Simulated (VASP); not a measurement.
# BaBi6O10 in VASP: a series of runs

The runs below take BaBi6O10 through molecular dynamics, single point, with PBE.

Everything below comes from runs of VASP 6.6.1. Logs are shortened: lines on timing, memory, paths and dates and some standing lists are left out, and cuts for length are marked.

### 1 The cell of the first run

The cell holds an amorphous packing of atoms, 17 atoms: a = 6.915 Å, b = 6.554 Å, c = 6.709 Å, α = 89.03°, β = 95.07°, γ = 83.79°.

### 2 Molecular dynamics, PBE

The input, INCAR:

```
PREC     = Accurate       # precision mode
ENCUT    = 520            # plane-wave cutoff, eV
EDIFF    = 1E-5           # SCF threshold, eV
ISMEAR   = -1             # smearing method
SIGMA    = 0.1172         # smearing width, eV
LREAL    = Auto         
LASPH    = True           # aspherical terms in the spheres
NELM     = 100            # most SCF steps
ALGO     = Normal         # electronic algorithm
ISIF     = 2              # what is computed and relaxed
LWAVE    = False          # write WAVECAR
LCHARG   = False          # write CHGCAR
GGA      = PE             # functional
ISYM     = 0            
IBRION   = 0              # ionic algorithm
NSW      = 40             # ionic steps
POTIM    = 2.0            # step
TEBEG    = 1360.0       
TEEND    = 1360.0       
NELMIN   = 4            
RANDOM_SEED= 73591 0 0    
MDALGO   = 3            
LANGEVIN_GAMMA= 30 30 30
```

The input, KPOINTS:

```
Automatic mesh
0
Gamma
  1 1 1
```

The input, POSCAR:

```
BaBi6O10
1.0
    6.8988500000      0.3663110000     -0.3031620000
    0.3663110000      6.5432810000      0.0645600000
   -0.3031620000      0.0645600000      6.7022220000
Bi O Ba
6 10 1
Direct
    0.4687465222      0.8819529035      0.9618700576
    0.5870244336      0.0540004635      0.5091655668
    0.5582703661      0.3881690809      0.9646387807
    0.0662313933      0.0679142278      0.1702180516
    0.3943271304      0.5719533682      0.4689458226
    0.8075952762      0.6377366173      0.2886792618
    0.8831003685      0.3582766384      0.0329076958
    0.5275098818      0.3624438859      0.2605303727
    0.4317967321      0.8761003430      0.3155268407
    0.1024820874      0.6555859651      0.2661487954
    0.9708411598      0.8669297649      0.5347969759
    0.3985764916      0.8910189220      0.6373089857
    0.1708531841      0.8873817463      0.9252373238
    0.3300975672      0.2635104306      0.5728415540
    0.7237897946      0.4938485304      0.6383519063
    0.7931458654      0.9549705033      0.0957594216
    0.0018361784      0.2052279529      0.6999991863
```

Potentials or basis: VASP PAW PBE potentials, release 64 (Bi_d, O, Ba_sv).

Command:

```sh
$ cat potpaw_PBE.64/Bi_d/POTCAR potpaw_PBE.64/O/POTCAR potpaw_PBE.64/Ba_sv/POTCAR > POTCAR
$ mpirun -np 1 vasp_gam > vasp.out
```

OUTCAR:

```text
PREC = Accurate
   ENCUT = 520
   EDIFF = 1E-5
   ISMEAR = -1
   LREAL = Auto
   LASPH = True
   NELM = 100
   ISIF = 2
   GGA = PE
   ISYM = 0
   IBRION = 0
   NSW = 40
   POTIM = 2.0
   TEBEG = 1360.0
   NELMIN = 4

 ion  position               nearest neighbor table
   1  0.469  0.882  0.962-  13 2.05  12 2.19   9 2.41  16 2.44   3 3.23   6 3.32   4 3.35   2 3.42
                             3 3.44   2 3.90  17 3.92
   2  0.587  0.054  0.509-  12 2.01   9 2.07  14 2.20   8 2.57  11 2.79  17 3.30   6 3.40   1 3.42
                             5 3.51   5 3.56   3 3.80   1 3.90
   3  0.558  0.388  0.965-   8 2.02   7 2.24  15 2.67   1 3.23   6 3.23   1 3.44   5 3.56  17 3.77
                             2 3.80   5 3.83
   4  0.066  0.068  0.170-  16 2.12  13 2.17   7 2.30  10 2.75   9 2.79  11 2.92  17 3.25   1 3.35
                             6 3.61  17 3.73
   5  0.394  0.572  0.469-   8 2.17  14 2.23   9 2.28  10 2.34  12 2.40  15 2.45   6 3.27   2 3.51
                             3 3.56   2 3.56   3 3.83  17 4.19
   6  0.808  0.638  0.289-  10 2.07  16 2.42  11 2.53   7 2.57  15 2.65   8 2.78   9 2.91   3 3.23
                             5 3.27   1 3.32   2 3.40   4 3.61  17 3.96
   7  0.883  0.358  0.033-   3 2.24   4 2.30   6 2.57  17 2.63
   8  0.528  0.362  0.261-   3 2.02   5 2.17   2 2.57   6 2.78
   9  0.432  0.876  0.316-   2 2.07   5 2.28   1 2.41   4 2.79   6 2.91
  10  0.102  0.656  0.266-   6 2.07   5 2.34   4 2.75
  11  0.971  0.867  0.535-  17 2.52   6 2.53   2 2.79   4 2.92
  12  0.399  0.891  0.637-   2 2.01   1 2.19   5 2.40  17 3.31
  13  0.171  0.887  0.925-   1 2.05   4 2.17  17 2.65
  14  0.330  0.264  0.573-   2 2.20   5 2.23  17 2.56
  15  0.724  0.494  0.638-   5 2.45  17 2.55   6 2.65   3 2.67
  16  0.793  0.955  0.096-   4 2.12   6 2.42   1 2.44
  17  0.002  0.205  0.700-  11 2.52  15 2.55  14 2.56   7 2.63  13 2.65   4 3.25   2 3.30  12 3.31
                             4 3.73   3 3.77   1 3.92   6 3.96   5 4.19

IMPORTANT INFORMATION: All symmetrisations will be switched off!
NOSYMM: (Re-)initialisation of all symmetry stuff for point group C_1.

----------------------------------------------------------------------------------------

                                     Primitive cell

  volume of cell :     301.0020

  direct lattice vectors                    reciprocal lattice vectors
     6.898850000  0.366311000 -0.303162000     0.145681285 -0.008221440  0.006668804
     0.366311000  6.543281000  0.064560000    -0.008221440  0.153307026 -0.001848630
    -0.303162000  0.064560000  6.702222000     0.006668804 -0.001848630  0.149523707

  length of vectors
     6.915216719  6.553844520  6.709385585     0.146065402  0.153538444  0.149683764

  position of ions in fractional coordinates (direct lattice)
     0.468746522  0.881952904  0.961870058
     0.587024434  0.054000464  0.509165567
     0.558270366  0.388169081  0.964638781
     0.066231393  0.067914228  0.170218052
     0.394327130  0.571953368  0.468945823
     0.807595276  0.637736617  0.288679262
[... 9 lines left out ...]
     0.793145865  0.954970503  0.095759422
     0.001836178  0.205227953  0.699999186

  ion indices of the primitive-cell ions
   primitive index   ion index
                 1           1
                 2           2
                 3           3
                 4           4
                 5           5
                 6           6
[... 9 lines left out ...]
                16          16
                17          17

----------------------------------------------------------------------------------------

 KPOINTS: Automatic mesh

Automatic generation of k-mesh.
 Grid dimensions read from file:
 generate k-points for:    1    1    1

 Generating k-lattice:

  Cartesian coordinates                     Fractional coordinates (reciprocal lattice)
     0.145681285 -0.008221440  0.006668804     1.000000000 -0.000000000  0.000000000
    -0.008221440  0.153307026 -0.001848630    -0.000000000  1.000000000  0.000000000
     0.006668804 -0.001848630  0.149523707     0.000000000  0.000000000  1.000000000

  Length of vectors
     0.146065402  0.153538444  0.149683764

  Shift w.r.t. Gamma in fractional coordinates (k-lattice)
     0.000000000  0.000000000  0.000000000

 Subroutine IBZKPT returns following result:
 ===========================================

 Found      1 irreducible k-points:

 Following reciprocal coordinates:
            Coordinates               Weight
  0.000000  0.000000  0.000000      1.000000
   k-points           NKPTS =      1   k-points in BZ     NKDIM =      1   number of bands    NBANDS=     96
   number of dos      NEDOS =    301   number of ions     NIONS =     17
   total plane-waves  NPLWV = 135000
   dimension x,y,z NGX =    54 NGY =   50 NGZ =   50
   dimension x,y,z NGXF=   108 NGYF=  100 NGZF=  100
   ions per type =               6  10   1
   NGX,Y,Z   is equivalent  to a cutoff of  12.98, 12.68, 12.39 a.u.
   NGXF,Y,Z  is equivalent  to a cutoff of  25.96, 25.37, 24.78 a.u.
 SYSTEM =  unknown system
   PREC   = accura    normal or accurate (medium, high low for compatibility)
   ISTART =      0    job   : 0-new  1-cont  2-samecut
   ICHARG =      2    charge: 1-file 2-atom 10-const
   ISPIN  =      1    spin polarized calculation?
   LNONCOLLINEAR =      F non collinear calculations
   LSORBIT =      F    spin-orbit coupling
   LASPH  =      T    aspherical Exc in radial PAW
   ENCUT  =  520.0 eV  38.22 Ry    6.18 a.u.  12.86 12.19 12.48*2*pi/ulx,y,z
   NELM   =    100;   NELMIN=  4; NELMDL= -5     # of ELM steps
   EDIFF  = 0.1E-04   stopping-criterion for ELM
   LREAL  =      T    real-space projection
   EDIFFG = 0.1E-03   stopping-criterion for IOM
   NSW    =     40    number of steps for IOM
   IBRION =      0    ionic relax: 0-MD 1-quasi-New 2-CG
   NFREE  =      0    steps in history (QN), initial steepest desc. (CG)
   ISIF   =      2    stress and relaxation
   ISYM   =      0    0-nonsym 1-usesym 2-fastsym
   POTIM  = 2.0000    time-step for ionic-motion
   TEBEG  = 1360.0;   TEEND  =1360.0 temperature during run
   PSTRESS=    0.0 pullay stress
   NELECT =     160.0000    total number of electrons
   NUPDOWN=      -1.0000    fix difference up-down
   EMIN   =  10.00;   EMAX   =-10.00  energy-range for DOS
   EFERMI =   0.00;   METHOD = LEGACY
   ISMEAR =    -1;   SIGMA  =   0.12  broadening in eV -4-tet -1-fermi 0-gaus
   EFERMI_NEDOS =   21; number of points for ismear=-14 and -15
   IALGO  =     38    algorithm
   IMIX   =      4    mixing-type and parameters
     AMIX     =   0.40;   BMIX     =  1.00
     AMIX_MAG =   1.60;   BMIX_MAG =  1.00
  volume/ion in A,a.u.               =      17.71       119.49
  Fermi-wavevector in a.u.,A,eV,Ry     =   1.326147  2.506055 23.928107  1.758666
  Thomas-Fermi vector in A             =   2.455555
   LORBIT       =      0    0 simple, 1 ext, 2 COOP (PROOUT), +10 PAW based schemes
   GGA     = PE    functional components
   LHFCALC =     F    Hartree Fock is set to
   AEXX    =    0.0000 exact exchange contribution
   IVDW    =     0    specifies the selected vdW correction
   LEPSILON=     F    determine dielectric tensor
   LRPA    =     F    only Hartree local field effects (RPA)
 molecular dynamics for ions
 non-spin polarized calculation
  energy-cutoff  :      520.00
  volume of cell :      301.00
 maximum number of plane-waves:      4055
 NGX is ok and might be reduce to    50
   NGX = 25   NGY = 25   NGZ = 25

--------------------------------------- Ionic step        1  -------------------------------------------

 number of electron     160.0000013 magnetization

 Free energy of the ion-electron system (eV)
  ---------------------------------------------------
  ext. energy  EPLUGINS =         0.00000000
  ---------------------------------------------------
  free energy    TOTEN  =       -89.86608604 eV

  energy without entropy =      -89.53952049  energy(sigma->0) =      -89.70280327

------------------------ aborting loop because EDIFF is reached ----------------------------------------

  FORCE on cell =-STRESS in cart. coord.  units (eV):
  Direction    XX          YY          ZZ          XY          YZ          ZX
  --------------------------------------------------------------------------------------
  -------------------------------------------------------------------------------------
  Total       16.4040001      4.2999646     31.2157473      2.6544574     -1.1145025     -2.8514806
  in kB       87.3154316     22.8879095    166.1555984     14.1291815     -5.9322889    -15.1778994
  external PRESSURE =      92.1196465 kB  Pullay stress =       0.0000000 kB
[... 160 lines left out ...]
  ENERGY OF THE ELECTRON-ION-THERMOSTAT SYSTEM (eV)
  ---------------------------------------------------
% ion-electron   TOTEN  =       -89.957572  see above
  kinetic energy EKIN   =         2.481372
  kin. lattice  EKIN_LAT=         0.000000  (temperature 1129.21 K)
  nose potential ES     =         0.000000
  nose kinetic   EPS    =         0.000000
  ---------------------------------------------------
  total energy   ETOTAL =       -87.476201 eV

 E-fermi :   5.2369     XC(G=0):  -9.9990

 val. band max:        4.8690413169   @ k =   0.0000   0.0000   0.0000
 cond. band min:       5.5902795269   @ k =   0.0000   0.0000   0.0000
 fundamental gap:      0.7212382101
 Fermi energy:         5.2368734969

 k-point     1 :       0.0000    0.0000    0.0000
  band No.  band energies     occupation
      1     -20.7889      2.00000
      2     -18.0780      2.00000
      3     -17.9253      2.00000
      4     -17.8869      2.00000
      5     -17.8098      2.00000
      6     -17.7525      2.00000
[... 84 lines left out ...]
     91      10.2006      0.00000
     92      10.2781      0.00000
 [bands above 92 left out]

[... ionic steps 4 to 37 ...]

--------------------------------------- Ionic step       38  -------------------------------------------

 number of electron     159.9999997 magnetization

------------------------ aborting loop because EDIFF is reached ----------------------------------------
[... 117 lines left out ...]
--------------------------------------- Ionic step       40  -------------------------------------------

 number of electron     159.9999969 magnetization

 Free energy of the ion-electron system (eV)
  ---------------------------------------------------
  ext. energy  EPLUGINS =         0.00000000
  ---------------------------------------------------
  free energy    TOTEN  =       -91.76776952 eV

  energy without entropy =      -91.61717537  energy(sigma->0) =      -91.69247245

 E-fermi :   5.0862     XC(G=0): -10.0293

 val. band max:        4.8093899430   @ k =   0.0000   0.0000   0.0000
 cond. band min:       5.3543558446   @ k =   0.0000   0.0000   0.0000
 fundamental gap:      0.5449659016
 Fermi energy:         5.0862165889

 k-point     1 :       0.0000    0.0000    0.0000
  band No.  band energies     occupation
      1     -20.4494      2.00000
      2     -18.0415      2.00000
      3     -17.9603      2.00000
      4     -17.8558      2.00000
      5     -17.8286      2.00000
      6     -17.7623      2.00000
[... 84 lines left out ...]
     91      10.1136      0.00000
     92      10.2460      0.00000
 [bands above 92 left out]

------------------------ aborting loop because EDIFF is reached ----------------------------------------

  FORCE on cell =-STRESS in cart. coord.  units (eV):
  Direction    XX          YY          ZZ          XY          YZ          ZX
  --------------------------------------------------------------------------------------
  -------------------------------------------------------------------------------------
  Total       18.5937422      5.5431289     23.9151750      4.9703371     -0.1124466     -1.7613477
  in kB       98.9710204     29.5050407    127.2960143     26.4561772     -0.5985323     -9.3753254
  external PRESSURE =      85.2573585 kB  Pullay stress =       0.0000000 kB
[... 38 lines left out ...]
  ENERGY OF THE ELECTRON-ION-THERMOSTAT SYSTEM (eV)
  ---------------------------------------------------
% ion-electron   TOTEN  =       -91.767770  see above
  kinetic energy EKIN   =         2.637279
  kin. lattice  EKIN_LAT=         0.000000  (temperature 1200.16 K)
  nose potential ES     =         0.000000
  nose kinetic   EPS    =         0.000000
  ---------------------------------------------------
  total energy   ETOTAL =       -89.130491 eV
```

It took 11 min on 1 thread of Intel Xeon 6975P-C (Granite Rapids), shared host; peak memory 0.41 GiB.

Caveat: the k points lie up to 0.96 Å⁻¹ apart; spin-orbit coupling is left out, which moves the levels of the heavy elements.

[end of part 1 of 2]
